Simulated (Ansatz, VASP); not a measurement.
One calculation of ZnC4, two programs

```
Zn C
1.0
     4.19042    0.00000    0.00000
    -2.09521    3.62901    0.00000
     0.00000    0.00000    4.04057
Zn C
1 4
Cartesian
  0.0000 0.0000 0.0000
  2.0952 0.0000 0.0000
  -1.0476 1.8145 0.0000
  1.0476 1.8145 0.0000
  0.0000 0.0000 2.0203
```

Alike in both runs: functional PBE; k mesh 12 × 12 × 10; occupations gaussian, width 0.1 eV; no spin polarisation.

Ansatz relaxed the structure, and its values are those at the end. VASP's run is a single point on that final structure, the one shown.

```csv
,VASP,Ansatz
version,VASP 6.6.1,Ansatz 0.2.0
potentials or method,"VASP PAW PBE potentials, release 64 (Zn, C), cutoff 520 eV","scalar-relativistic, plane waves, PAW"
valence electrons in the cell,28,28
```

Ansatz gave:

```
gap on the k mesh at the Fermi level (eV) : none
pressure (GPa)                            : 0.0
```

Problem. Estimate VASP's values.

Solution. gap on the k mesh at the Fermi level (eV): none; pressure (GPa): 0.4.

A gap of «none» marks a metal or a gap that the smearing closes.
